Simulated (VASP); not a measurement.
HC4: single point with PBE+D3(BJ)

HC4, a slab with vacuum:

```
CELL_PARAMETERS angstrom
4.93130 0.00000 0.00000
-2.46565 4.27064 0.00000
0.00000 0.00000 18.00003
ATOMIC_POSITIONS crystal
C 0.33333 0.16667 0.22222
C 0.33333 0.66667 0.22222
C 0.83333 0.16667 0.22222
C 0.83333 0.66667 0.22222
C 0.16667 0.33333 0.22222
C 0.16667 0.83333 0.22222
C 0.66667 0.33333 0.22222
C 0.66667 0.83333 0.22222
H 0.10672 0.16667 0.28278
H 0.55995 0.16667 0.28278
```

```json
{"Program": "VASP 6.6.1", "Task": "single point", "Functional": "PBE", "Dispersion": "D3(BJ)", "Potentials or basis": "VASP PAW PBE potentials, release 64 (C, H)", "Cutoff": "520 eV", "k mesh": "6 × 6 × 1", "Occupations": "gaussian, width 0.1 eV", "Spin": "no spin polarisation", "Dipole correction": "yes", "Further INCAR settings": "ALGO = Normal; EDIFF = 1e-06; NBANDS = 28"}
```

The largest force is 2.716 eV/Å, the band gap on the k mesh is zero (bands 17 and 18 overlap by 0.65 eV) and the dispersion energy per atom is -0.078 eV.

Forces in eV/Å, atoms in the order of the input:
```
C    0.000 -2.151 -1.192
C   -0.115  1.313  0.048
C    0.000 -2.080 -1.746
C    0.115  1.313  0.048
C   -0.552  0.133  1.449
C    0.000 -1.271 -0.479
C    0.552  0.133  1.449
C    0.000 -0.132 -0.245
H    0.093  1.372  0.334
H   -0.093  1.372  0.334
```

Levels at points of the mesh, in eV from the Fermi level:
```tsv
k point	band 13	band 14	band 15	band 16	band 17	band 18	band 19	band 20	band 21	band 22
(0.00, 0.00, 0.00)	-4.74	-4.25	-4.18	-3.92	-1.38	-0.23	0.28	0.54	2.42	2.91
(0.50, 0.00, 0.00)	-6.44	-6.25	-4.56	-4.47	0.42	0.79	1.81	2.12	4.18	4.30
(0.00, 0.50, 0.00)	-6.83	-5.80	-5.65	-4.35	0.04	0.80	1.42	3.48	3.97	4.06
```

Wall time 9.4 min on 1 thread of Intel Xeon 8259CL, on a shared host, peak memory 0.56 GiB.
